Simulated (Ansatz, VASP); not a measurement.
# Co2Te: VASP beside Ansatz

```
Co Te
1.0
     0.00000    2.86720    2.86720
     2.86720    0.00000    2.86720
     2.86720    2.86720    0.00000
Co Te
2 1
Direct
  0.25000 0.25000 0.25000
  0.75000 0.75000 0.75000
  0.00000 0.00000 0.00000
```

Alike in both runs: functional PBE; k mesh 6 × 6 × 6; occupations gaussian, width 0.1 eV; collinear spin.

Ansatz relaxed the structure, and its values are those at the end. VASP's run is a single point on that final structure, the one shown.

```csv
,VASP,Ansatz
version,VASP 6.6.1,Ansatz 0.2.0
potentials or method,"VASP PAW PBE potentials, release 64 (Co, Te), cutoff 520 eV","scalar-relativistic, plane waves, PAW"
valence electrons in the cell,24,50
```

```csv
,VASP,Ansatz,Ansatz less VASP
gap on the k mesh at the Fermi level (eV),none,none,-
pressure (GPa),-0.5,-0.3,+0.12
net moment per atom (μB),0.05,0.06,+0.003
size of the moment on the site where the two differ most (μB),0.09,0.10,+0.007
```

Site moments also hang on the region over which each program counts them. A gap of «none» marks a metal or a gap that the smearing closes. VASP's potentials hold 24 valence electrons a cell and Ansatz's 50, so a difference there can come from the potentials and not from the codes.

Spin-orbit coupling is off throughout.
